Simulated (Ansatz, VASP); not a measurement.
**One calculation of Pd, two programs**

```
Pd
1.0
     0.00000    2.01878    2.01878
     2.01878    0.00000    2.01878
     2.01878    2.01878    0.00000
Pd
1
Direct
  0.00000 0.00000 0.00000
```

Alike in both runs: task single point; functional RPBE; k mesh 22 × 22 × 22; occupations fermi-dirac, width 0.1 eV; no spin polarisation.

|  | VASP | Ansatz |
| --- | --- | --- |
| version | VASP 6.6.1 | Ansatz 0.2.0 |
| potentials or method | VASP PAW PBE potentials, release 64 (Pd), cutoff 520 eV | plane waves (420 eV) with PAW, scalar-relativistic |
| valence electrons in the cell | 10 | 18 |

|  | VASP | Ansatz | Ansatz less VASP |
| --- | --- | --- | --- |
| pressure (GPa) | -5.4 | -5.2 | +0.17 |

VASP's potentials were made for PBE, not for RPBE. With one functional, cell and mesh, what is left measures potentials, basis and numerics. VASP's potentials hold 10 valence electrons a cell and Ansatz's 18, so a difference there can come from the potentials and not from the codes.
